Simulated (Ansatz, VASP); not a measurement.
# Two plane-wave programs on AlB2P3

```
CELL_PARAMETERS angstrom
4.38217 0.00000 0.00000
-2.19108 3.79507 0.00000
0.00000 0.00000 4.41780
ATOMIC_POSITIONS crystal
Al 0.00000 0.00000 0.00000
B 0.33333 0.66667 0.50000
B 0.66667 0.33333 0.50000
P 0.33333 0.66667 0.00000
P 0.66667 0.33333 0.00000
P 0.00000 0.00000 0.50000
```

Alike in both runs: functional PBE; k mesh 6 × 6 × 4; occupations gaussian, width 0.1 eV; no spin polarisation.

Ansatz relaxed the structure, and its values are those at the end. VASP's run is a single point on that final structure, the one shown.

|  | VASP | Ansatz |
| --- | --- | --- |
| version | VASP 6.6.1 | Ansatz 0.2.0 |
| potentials or method | VASP PAW PBE potentials, release 64 (Al, B, P), cutoff 520 eV | scalar-relativistic, plane waves, PAW |
| valence electrons in the cell | 24 | 24 |

VASP gave:

- gap on the k mesh at the Fermi level (eV): none
- pressure (GPa): -0.2

Problem. What did Ansatz give for the same quantities?

Solution. gap on the k mesh at the Fermi level (eV): none; pressure (GPa): 0.0.

A gap of «none» marks a metal or a gap that the smearing closes. With one functional, cell and mesh, what is left measures potentials, basis and numerics.
